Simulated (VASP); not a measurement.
# C: single point with LDA

C:

```xyz
2
Lattice="0.0000 1.7500 1.9272 1.7500 0.0000 1.9272 1.7500 1.7500 0.0000" Properties=species:S:1:pos:R:3 pbc="T T T"
C     1.7500    1.7500    1.9272
C     2.6250    2.6250    2.8909
```

This cell differs from its parent crystal: volume 5.902 Å^3 an atom, c/a of the conventional cell 1.1013.

```
Program             : VASP 6.6.1
Task                : single point
Functional          : LDA
Potentials or basis : VASP PAW LDA potentials, release 64 (C)
Cutoff              : 520 eV
k mesh              : 12 × 12 × 12
Occupations         : gaussian, width 0.05 eV
Spin                : no spin polarisation
```

| Item | Value |
| --- | --- |
| Pressure | -26.9 GPa |
| Band gap on the k mesh | 2.86 eV, indirect (least direct gap 4.61 eV) |

Stress tensor (GPa, compression positive):
```
  4.23   0.00   0.00
  0.00   4.23   0.00
  0.00   0.00 -89.23
```

Levels at points of the mesh, in eV from the valence-band top:
```tsv
k point	band 2	band 3	band 4	band 5	band 6	band 7
(0.00, 0.00, 0.00)	-1.56	0.00	0.00	4.61	4.61	5.75
(0.50, 0.00, 0.00)	-13.43	-4.08	-2.30	5.86	8.04	9.39
(0.50, 0.50, 0.00)	-13.78	-5.60	-5.60	5.59	5.59	15.08
(0.50, 0.00, 0.50)	-12.35	-6.96	-6.96	3.43	3.43	15.21
```

It took 18 s on 1 thread of Intel(R) Xeon(R) Platinum 8488C (Sapphire Rapids), on a shared host, peak memory 0.12 GiB.

 A k mesh can miss the band edges.
